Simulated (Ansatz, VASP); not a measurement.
# Bi in VASP and in Ansatz

```
CELL_PARAMETERS angstrom
5.99667 0.00000 0.00000
-2.99834 5.19327 0.00000
0.00000 0.00000 3.52637
ATOMIC_POSITIONS crystal
Bi 0.00000 0.00000 0.00000
Bi 0.33333 0.66667 0.50000
Bi 0.66667 0.33333 0.50000
```

Alike in both runs: task single point; functional revPBE; k mesh 7 × 7 × 11; occupations fermi-dirac, width 0.1 eV; no spin polarisation.

```csv
,VASP,Ansatz
version,VASP 6.6.1,Ansatz 0.2.0
potentials or method,"VASP PAW PBE potentials, release 64 (Bi_d), cutoff 520 eV","plane waves (420 eV) with PAW, scalar-relativistic"
valence electrons in the cell,45,45
```

VASP gave:

| Property | Result |
| --- | --- |
| pressure (GPa) | -4.1 |
| traceless stress, the component that is largest in VASP (GPa) | 0.18 |

Q: Estimate Ansatz's values.

A: Pressure (GPa): -4.1; traceless stress, the component that is largest in VASP (GPa): 0.17.

VASP's potentials were made for PBE, not for revPBE. With one functional, cell and mesh, what is left measures potentials, basis and numerics.

Neither program's run includes spin-orbit coupling.
